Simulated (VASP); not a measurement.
Input of a VASP 6.6.1 run:

The input INCAR:

```
ALGO     = Normal         # electronic algorithm
EDIFF    = 1E-6           # SCF threshold, eV
ENCUT    = 520            # plane-wave cutoff, eV
GGA      = PE             # functional
ISIF     = 2              # what is computed and relaxed
ISMEAR   = 0              # smearing method
LASPH    = True           # aspherical terms in the spheres
LCHARG   = True           # write CHGCAR
LELF     = True           # ELF
LREAL    = False          # projectors in reciprocal space
LVHAR    = True         
LWAVE    = False          # write WAVECAR
NBANDS   = 32             # bands
NELM     = 60             # most SCF steps
PREC     = Accurate       # precision mode
SIGMA    = 0.1            # smearing width, eV
```

KPOINTS

```
k-points
0
Gamma
  8 8 8
```

File POSCAR:

```
GePPd3
1.0
    4.6092397356      0.0000000000      0.0000000000
    0.0000000000      4.6092397356      0.0000000000
    0.0000000000      0.0000000000      4.6092397356
Ge P Pd
1 1 3
Direct
    0.5000000000      0.5000000000      0.5000000000
    0.0000000000      0.0000000000      0.0000000000
    0.0000000000      0.5000000000      0.5000000000
    0.5000000000      0.0000000000      0.5000000000
    0.5000000000      0.5000000000      0.0000000000
```

Potentials or basis: VASP PAW PBE potentials, release 64 (Ge_d, P, Pd).

Run with:

```bash
$ cat potpaw_PBE.64/Ge_d/POTCAR potpaw_PBE.64/P/POTCAR potpaw_PBE.64/Pd/POTCAR > POTCAR
$ mpirun -np 1 vasp_std > vasp.out
```

Problem. Estimate the pressure.

Solution. 0.3 GPa.

Problem. Estimate the band gap on the k mesh.

Solution. Zero (an odd number of electrons rules out a gap without spin polarisation).
